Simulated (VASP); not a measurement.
# Ti (I4/mmm) in VASP: single point with r2SCAN

Aim: the single point of Ti with r2SCAN.

Program: VASP 6.6.1. These are calculated values, not measurements. Logs are shortened: lines on timing, memory, paths and dates and some standing lists are left out, and cuts for length are marked.

### Step 1. The cell of the first run

It takes space group I4/mmm (No. 139, tetragonal). The conventional cell has a = 3.380 Å, b = 3.380 Å, c = 3.331 Å, α = 90.00°, β = 90.00°, γ = 90.00°. Ti (site symmetry 4/mmm) has 14 Ti at 2.91 to 3.38 Å within 3.8 Å.

### Step 2. Single point, r2SCAN (strain +0.030 along x and y, +0.015 along z)

Input file POSCAR:

```
Ti
1.0
   -1.6902300000      1.6902300000      1.6656150000
    1.6902300000     -1.6902300000      1.6656150000
    1.6902300000      1.6902300000     -1.6656150000
Ti
1
Direct
    0.0000000000      0.0000000000      0.0000000000
```

Input file INCAR.step1:

```
SYSTEM = Ti
  PREC = Accurate
  ENCUT = 520
  ISMEAR = 0
  SIGMA = 0.15
  LREAL = .False.
  LASPH = .True.
  NELM = 60
  NBANDS = 12
  GGA = PE
  ALGO = Normal
  EDIFF = 1E-4
  LWAVE = .True.
  LCHARG = .False.
```

Input file INCAR.step2:

```
SYSTEM = Ti
  PREC = Accurate
  ENCUT = 520
  EDIFF = 1E-7
  ISMEAR = 0
  SIGMA = 0.15
  LREAL = .False.
  LASPH = .True.
  NELM = 60
  ALGO = Normal
  ISIF = 2
  LWAVE = .False.
  LCHARG = .False.
  METAGGA = R2SCAN
  LMIXTAU = .True.
  NBANDS = 12
  ISTART = 1
```

Input file KPOINTS:

```
regular mesh
0
Gamma
  20 20 20
  0 0 0
```

Potentials or basis: VASP PAW PBE potentials, release 64 (Ti_sv).

Launch:

```sh
cat potpaw_PBE.64/Ti_sv/POTCAR > POTCAR
cp INCAR.step1 INCAR
mpirun -np 1 vasp_std > vasp.out
cp INCAR.step2 INCAR
mpirun -np 1 vasp_std > vasp.out
```

OUTCAR:

```text
SYSTEM = Ti
   PREC = Accurate
   ENCUT = 520
   EDIFF = 1E-7
   ISMEAR = 0
   LREAL = .False.
   LASPH = .True.
   NELM = 60
   ISIF = 2
   METAGGA = R2SCAN
   ISTART = 1

 ion  position               nearest neighbor table
   1  0.000  0.000  0.000-

  LATTYP: Found a body centered tetragonal cell.
 ALAT       =     3.3804600000
 C/A-ratio  =     0.9854368932

  Lattice vectors:

 A1 = (  -1.6902300000,   1.6902300000,   1.6656150000)
 A2 = (   1.6902300000,  -1.6902300000,   1.6656150000)
 A3 = (   1.6902300000,   1.6902300000,  -1.6656150000)

Analysis of symmetry for initial positions (statically):
=====================================================================
 Subroutine PRICEL returns:
 Original cell was already a primitive cell.

 Routine SETGRP: Setting up the symmetry group for a
 body centered tetragonal supercell.

 Subroutine GETGRP returns: Found 16 space group operations
 (whereof 16 operations were pure point group operations)
 out of a pool of 16 trial point group operations.

The static configuration has the point symmetry D_4h.

Analysis of symmetry for dynamics (positions and initial velocities):
=====================================================================
 Subroutine PRICEL returns:
 Original cell was already a primitive cell.

 Routine SETGRP: Setting up the symmetry group for a
 body centered tetragonal supercell.

 Subroutine GETGRP returns: Found 16 space group operations
 (whereof 16 operations were pure point group operations)
 out of a pool of 16 trial point group operations.

The dynamic configuration has the point symmetry D_4h.

 Subroutine INISYM returns: Found 16 space group operations
 (whereof 16 operations are pure point group operations),
 and found     1 'primitive' translations

----------------------------------------------------------------------------------------

                                     Primitive cell

  volume of cell :      19.0338

  direct lattice vectors                    reciprocal lattice vectors
    -1.690230000  1.690230000  1.665615000     0.000000000  0.295817729  0.300189420
     1.690230000 -1.690230000  1.665615000     0.295817729  0.000000000  0.300189420
     1.690230000  1.690230000 -1.665615000     0.295817729  0.295817729  0.000000000

  length of vectors
     2.913422083  2.913422083  2.913422083     0.421452033  0.421452033  0.418349444

  position of ions in fractional coordinates (direct lattice)
     0.000000000  0.000000000  0.000000000

  ion indices of the primitive-cell ions
   primitive index   ion index
                 1           1

----------------------------------------------------------------------------------------

 KPOINTS: regular mesh

Automatic generation of k-mesh.
 Grid dimensions read from file:
 generate k-points for:   20   20   20

 Generating k-lattice:

  Cartesian coordinates                     Fractional coordinates (reciprocal lattice)
     0.000000000  0.014790886  0.015009471     0.050000000  0.000000000  0.000000000
     0.014790886  0.000000000  0.015009471     0.000000000  0.050000000  0.000000000
     0.014790886  0.014790886  0.000000000     0.000000000  0.000000000  0.050000000

  Length of vectors
     0.021072602  0.021072602  0.020917472

  Shift w.r.t. Gamma in fractional coordinates (k-lattice)
     0.000000000  0.000000000  0.000000000

 Subroutine IBZKPT returns following result:
 ===========================================

 Found    641 irreducible k-points:

 Following reciprocal coordinates:
            Coordinates               Weight
  0.000000  0.000000  0.000000      1.000000
  0.050000  0.000000  0.000000      8.000000
  0.100000 -0.000000  0.000000      8.000000
  0.150000  0.000000  0.000000      8.000000
  0.200000 -0.000000  0.000000      8.000000
  0.250000  0.000000  0.000000      8.000000
[... 16 lines left out ...]
 -0.400000  0.050000 -0.000000     16.000000
 -0.350000  0.050000  0.000000     16.000000
 [... further k-points ...]
   k-points           NKPTS =    641   k-points in BZ     NKDIM =    641   number of bands    NBANDS=     12
   number of dos      NEDOS =    301   number of ions     NIONS =      1
   total plane-waves  NPLWV =  13824
   dimension x,y,z NGX =    24 NGY =   24 NGZ =   24
   dimension x,y,z NGXF=    48 NGYF=   48 NGZF=   48
   ions per type =               1
   NGX,Y,Z   is equivalent  to a cutoff of  13.69, 13.69, 13.69 a.u.
   NGXF,Y,Z  is equivalent  to a cutoff of  27.39, 27.39, 27.39 a.u.
 SYSTEM =  Ti
   PREC   = accura    normal or accurate (medium, high low for compatibility)
   ISTART =      1    job   : 0-new  1-cont  2-samecut
   ICHARG =      0    charge: 1-file 2-atom 10-const
   ISPIN  =      1    spin polarized calculation?
   LNONCOLLINEAR =      F non collinear calculations
   LSORBIT =      F    spin-orbit coupling
   LASPH  =      T    aspherical Exc in radial PAW
   ENCUT  =  520.0 eV  38.22 Ry    6.18 a.u.   5.42  5.42  5.42*2*pi/ulx,y,z
   NELM   =     60;   NELMIN=  2; NELMDL=  0     # of ELM steps
   EDIFF  = 0.1E-06   stopping-criterion for ELM
   LREAL  =      F    real-space projection
   EDIFFG = 0.1E-05   stopping-criterion for IOM
   NSW    =      0    number of steps for IOM
   IBRION =     -1    ionic relax: 0-MD 1-quasi-New 2-CG
   NFREE  =      0    steps in history (QN), initial steepest desc. (CG)
   ISIF   =      2    stress and relaxation
   ISYM   =      2    0-nonsym 1-usesym 2-fastsym
   POTIM  = 0.5000    time-step for ionic-motion
   TEBEG  =    0.0;   TEEND  =   0.0 temperature during run
   PSTRESS=    0.0 pullay stress
   NELECT =      12.0000    total number of electrons
   NUPDOWN=      -1.0000    fix difference up-down
   EMIN   =  10.00;   EMAX   =-10.00  energy-range for DOS
   EFERMI =   0.00;   METHOD = LEGACY
   ISMEAR =     0;   SIGMA  =   0.15  broadening in eV -4-tet -1-fermi 0-gaus
   EFERMI_NEDOS =   21; number of points for ismear=-14 and -15
   IALGO  =     38    algorithm
   IMIX   =      4    mixing-type and parameters
     AMIX     =   0.40;   BMIX     =  1.00
     AMIX_MAG =   1.60;   BMIX_MAG =  1.00
  volume/ion in A,a.u.               =      19.03       128.45
  Fermi-wavevector in a.u.,A,eV,Ry     =   1.403761  2.652724 26.810891  1.970545
  Thomas-Fermi vector in A             =   2.526391
   LORBIT       =      0    0 simple, 1 ext, 2 COOP (PROOUT), +10 PAW based schemes
   METAGGA = R2SCAN    functional components
   LHFCALC =     F    Hartree Fock is set to
   AEXX    =    0.0000 exact exchange contribution
   IVDW    =     0    specifies the selected vdW correction
   LEPSILON=     F    determine dielectric tensor
   LRPA    =     F    only Hartree local field effects (RPA)
 non-spin polarized calculation
 Gauss-broadening in eV      SIGMA  =   0.15
  energy-cutoff  :      520.00
  volume of cell :       19.03
 maximum number of plane-waves:       535
 NGX is ok and might be reduce to    24
   NGX = 11   NGY = 11   NGZ = 11

 number of electron      12.0000000 magnetization

 Free energy of the ion-electron system (eV)
  ---------------------------------------------------
  ext. energy  EPLUGINS =         0.00000000
  ---------------------------------------------------
  free energy    TOTEN  =       -12.77396083 eV

  energy without entropy =      -12.74513699  energy(sigma->0) =      -12.75954891

 E-fermi :   7.1948     XC(G=0): -11.9396

 val. band max:        7.1931676308   @ k =   0.2500   0.1000   0.0500
 cond. band min:       7.1948307295   @ k =  -0.2000  -0.2500   0.1000
 fundamental gap:      0.0016630987
 Fermi energy:         7.1948214148

 k-point     1 :       0.0000    0.0000    0.0000
  band No.  band energies     occupation
      1     -51.9311      2.00000
      2     -26.8248      2.00000
      3     -26.8227      2.00000
      4     -26.8227      2.00000
      5       1.0574      2.00000
      6       8.1658      0.00000
      7       8.2725      0.00000
      8       8.2726      0.00000
      9       9.7617      0.00000
     10       9.8842      0.00000
     11      24.5429      0.00000
     12      24.5429      0.00000

 k-point     2 :       0.0500    0.0000    0.0000
  band No.  band energies     occupation
      1     -51.9288      2.00000
      2     -26.8369      2.00000
      3     -26.8268      2.00000
      4     -26.8238      2.00000
      5       1.1400      2.00000
      6       8.1587      0.00000
      7       8.2612      0.00000
      8       8.2989      0.00000
      9       9.7510      0.00000
     10       9.8553      0.00000
     11      24.4254      0.00000
     12      24.6065      0.00000

 k-point     3 :       0.1000   -0.0000    0.0000
  band No.  band energies     occupation
      1     -51.9222      2.00000
      2     -26.8745      2.00000
      3     -26.8386      2.00000
      4     -26.8242      2.00000
      5       1.3836      2.00000
      6       8.0688      0.00000
      7       8.2148      0.00000
      8       8.4493      0.00000
      9       9.6895      0.00000
     10       9.8240      0.00000
     11      23.9233      0.00000
     12      24.5326      0.00000

 k-point     4 :       0.1500    0.0000    0.0000
  band No.  band energies     occupation
      1     -51.9118      2.00000
      2     -26.9327      2.00000
      3     -26.8570      2.00000
      4     -26.8248      2.00000
      5       1.7764      2.00000
      6       7.9113      0.00000
      7       8.1042      0.00000
      8       8.7153      0.00000
      9       9.6017      0.00000
     10       9.8312      0.00000
     11      23.0373      0.00000
     12      24.1552      0.00000

 k-point     5 :       0.2000   -0.0000    0.0000
  band No.  band energies     occupation
      1     -51.8987      2.00000
      2     -27.0054      2.00000
      3     -26.8801      2.00000
      4     -26.8255      2.00000
      5       2.2963      2.00000
      6       7.7170      0.00000
      7       7.9161      0.00000
      8       9.0725      0.00000
      9       9.5664      0.00000
     10       9.8595      0.00000
     11      21.8541      0.00000
     12      23.5311      0.00000
[... 228 lines left out ...]
      1     -51.8368      2.00000
      2     -27.3303      2.00000
      3     -26.9896      2.00000
      4     -26.8338      2.00000
      5       4.8724      2.00000
      6       6.9061      1.99351
      7       7.8156      0.00000
      8       9.8301      0.00000
      9      10.1872      0.00000
     10      11.2383      0.00000
     11      15.4773      0.00000
     12      20.3775      0.00000

 k-point    22 :      -0.4500    0.0500   -0.0000
  band No.  band energies     occupation
      1     -51.8414      2.00000
      2     -27.3068      2.00000
      3     -26.9814      2.00000
      4     -26.8334      2.00000
      5       4.7385      2.00000
      6       6.9615      1.97215
      7       7.6186      0.00006
      8       9.8214      0.00000
      9      10.1388      0.00000
     10      11.0411      0.00000
     11      16.0748      0.00000
     12      20.5854      0.00000

 k-point    23 :      -0.4000    0.0500   -0.0000
  band No.  band energies     occupation
      1     -51.8500      2.00000
      2     -27.2621      2.00000
      3     -26.9658      2.00000
      4     -26.8328      2.00000
      5       4.4185      2.00000
      6       7.0680      1.76807
      7       7.4318      0.02549
      8       9.7736      0.00000
      9      10.0744      0.00000
     10      10.6928      0.00000
     11      17.1066      0.00000
     12      20.9851      0.00000

 k-point    24 :      -0.3500    0.0500    0.0000
  band No.  band energies     occupation
      1     -51.8619      2.00000
      2     -27.2003      2.00000
      3     -26.9443      2.00000
      4     -26.8320      2.00000
      5       3.9030      2.00000
      6       7.2183      0.82474
      7       7.4113      0.04126
      8       9.6836      0.00000
      9      10.0153      0.00000
     10      10.2574      0.00000
     11      18.3972      0.00000
     12      21.5453      0.00000

 [... further k-points ...]

------------------------ aborting loop because EDIFF is reached ----------------------------------------

  FORCE on cell =-STRESS in cart. coord.  units (eV):
  Direction    XX          YY          ZZ          XY          YZ          ZX
  --------------------------------------------------------------------------------------
  -------------------------------------------------------------------------------------
  Total       -1.0522399     -1.0522399     -1.1323275      0.0000000      0.0000000      0.0000000
  in kB      -88.5725465    -88.5725465    -95.3139394      0.0000000      0.0000000      0.0000000
  external PRESSURE =     -90.8196775 kB  Pullay stress =       0.0000000 kB

 VOLUME and BASIS-vectors are now :
 -----------------------------------------------------------------------------
  energy-cutoff  :      520.00
  volume of cell :       19.03
      direct lattice vectors                 reciprocal lattice vectors
    -1.690230000  1.690230000  1.665615000     0.000000000  0.295817729  0.300189420
     1.690230000 -1.690230000  1.665615000     0.295817729  0.000000000  0.300189420
     1.690230000  1.690230000 -1.665615000     0.295817729  0.295817729  0.000000000

 POSITION                                       TOTAL-FORCE (eV/Angst)
 -----------------------------------------------------------------------------------
      0.00000      0.00000      0.00000        -0.000000     -0.000000     -0.000000
 -----------------------------------------------------------------------------------
    total drift:                                0.000000      0.000000     -0.000000

  FREE ENERGIE OF THE ION-ELECTRON SYSTEM (eV)
  ---------------------------------------------------
  free  energy   TOTEN  =       -12.7739608308 eV

  energy  without entropy=      -12.7451369894  energy(sigma->0) =      -12.75954891
```

Run time: 4.4 min. Hardware: 1 thread of Intel Xeon 6975P-C (Granite Rapids), shared host; peak memory 0.25 GiB.

Results:

- Free energy: -12.7740 eV
- Pressure: -9.1 GPa
- Band gap on the k mesh: zero (bands 6 and 7 overlap by 1.68 eV)

Levels at points of the mesh, in eV from the Fermi level:
| k point | band 3 | band 4 | band 5 | band 6 | band 7 | band 8 | band 9 | band 10 |
| --- | --- | --- | --- | --- | --- | --- | --- | --- |
| (0.00, 0.00, 0.00) | -34.02 | -34.02 | -6.14 | 0.97 | 1.08 | 1.08 | 2.57 | 2.69 |
| (0.50, 0.00, 0.00) | -34.18 | -34.02 | -2.36 | -0.30 | 0.74 | 2.65 | 2.95 | 3.99 |
| (0.50, 0.50, 0.00) | -34.18 | -34.02 | -2.37 | -0.17 | 0.65 | 2.54 | 2.91 | 3.98 |
| (0.50, 0.50, 0.50) | -34.38 | -34.36 | -1.97 | -1.94 | 3.67 | 3.67 | 3.68 | 7.87 |

Caveat: the cell differs from its parent crystal (strain +0.030 along x and y, +0.015 along z); the cell stands under tension; the PAW data sets were made with another functional, which shifts forces and pressure a little.
